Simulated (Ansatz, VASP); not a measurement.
Be3S5: VASP beside Ansatz

INCAR

```
SYSTEM = Be3S5
  PREC = Accurate
  ENCUT = 600
  EDIFF = 1E-7
  ISMEAR = 0
  SIGMA = 0.1
  LREAL = .False.
  LASPH = .True.
  NELM = 100
  ALGO = Normal
  ISIF = 3
  LWAVE = .False.
  LCHARG = .False.
  GGA = PE
  IBRION = 2
  NSW = 80
  EDIFFG = -0.025
```

Contents of KPOINTS:

```
Automatic mesh
0
Gamma
  4 4 2
  0 0 0
```

File POSCAR:

```
Be3S5
1.0
    3.5035121908     -0.0131772565     -0.0138986235
    0.0786264169      3.6728147873     -0.0468211087
    1.7029815738      1.4042063947     10.6422873876
Be S
3 5
Direct
    0.2906841955      0.3196360084      0.3675071388
    0.7053082330      0.7277982290      0.6106377101
    0.9301373736      0.0299007834      1.0057096020
    0.8158485713      0.5194562822      0.1044164068
    0.8921062180      0.2196686261      0.2879112503
    0.2587909223      0.7872696680      0.4917062789
    0.5631149489      0.9762053526      0.9166570746
    0.7940095372      0.1700650503      0.7154545385
```

Input for Ansatz:

```yaml
crystal:
  lattice:
    - [3.5035121908, -0.0131772565, -0.0138986235]
    - [0.0786264169, 3.6728147873, -0.0468211087]
    - [1.7029815738, 1.4042063947, 10.6422873876]
  atoms:
    - { symbol: Be, position: [0.2906841955, 0.3196360084, 0.3675071388] }
    - { symbol: Be, position: [0.705308233, 0.727798229, 0.6106377101] }
    - { symbol: Be, position: [0.9301373736, 0.0299007834, 1.005709602] }
    - { symbol: S, position: [0.8158485713, 0.5194562822, 0.1044164068] }
    - { symbol: S, position: [0.892106218, 0.2196686261, 0.2879112503] }
    - { symbol: S, position: [0.2587909223, 0.787269668, 0.4917062789] }
    - { symbol: S, position: [0.5631149489, 0.9762053526, 0.9166570746] }
    - { symbol: S, position: [0.7940095372, 0.1700650503, 0.7154545385] }
basis:
  ecutwfc: 420
kpoints:
  mp_grid: { grid: [4, 4, 2] }
hamiltonian:
  xc: pbe
scf:
  occupations: { method: gaussian, width: 0.1 }
  lower_state_search: "off"
output:
  forces: true
  stress: true
  eigenvalues: true
relax:
  adjacent_minimum: "off"
  f_tol: 0.025
  max_steps: 60
  cell: { stress_tol: 0.25 }
```

Change from the starting cell: cell x1, atoms moved at random (sigma 0.1 Å) and cell strained at random (1.5 %), then relaxed without symmetry.

Alike in both runs: task relaxation of cell and atoms; functional PBE; k mesh 4 × 4 × 2; occupations gaussian, width 0.1 eV; no spin polarisation.

```csv
,VASP,Ansatz
version,VASP 6.6.1,Ansatz 0.2.0
potentials or method,"VASP PAW PBE potentials, release 64 (Be, S), cutoff 600 eV","scalar-relativistic, plane waves, PAW"
valence electrons in the cell,36,36
```

Ansatz gave:

| Item | Value |
| --- | --- |
| gap on the k mesh at the Fermi level, each at its own relaxed structure (eV) | 1.20 |
| relaxed volume (Å³/atom) | 16.73 |
| relaxed cell length with the largest relative difference (Å) | 10.882 |

Estimate VASP's values.

gap on the k mesh at the Fermi level, each at its own relaxed structure (eV): 1.23; relaxed volume (Å³/atom): 16.71; relaxed cell length with the largest relative difference (Å): 10.874.

The k mesh is coarse, so the values compare programs but aren't converged.
